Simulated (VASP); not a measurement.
The system is NaF.

```
Na F
1.0
     0.00000    2.53126    2.53126
     2.53126    0.00000    2.53126
     2.53126    2.53126    0.00000
Na F
1 1
Direct
  0.00000 0.00000 0.00000
  0.25000 0.25000 0.25000
```

Program: VASP 6.6.1. Alike in all runs: task single point; no spin polarisation; cell as given; cutoff (eV) 520; smearing gaussian 0.01 eV.

**Question.** Order these runs on this cell by their band gap on the k mesh, lowest first.
A. level r2SCAN; potentials or basis VASP PAW PBE potentials, release 64 (Na_pv, F); k mesh 6 × 6 × 6
B. level HSE06; potentials or basis VASP PAW PBE potentials, release 64 (Na_pv, F); k mesh 6 × 6 × 6; grid for exact exchange (PRECFOCK) Normal; screening parameter 0.2079 1/Å
C. level LDA; potentials or basis VASP PAW LDA potentials, release 64 (Na_pv, F); k mesh 8 × 8 × 8
D. level PBEsol; potentials or basis VASP PAW PBE potentials, release 64 (Na_pv, F); k mesh 6 × 6 × 6

**Answer.** C (5.32 eV), D (5.56 eV), A (6.27 eV), B (7.64 eV).

A k mesh can miss the band edges.
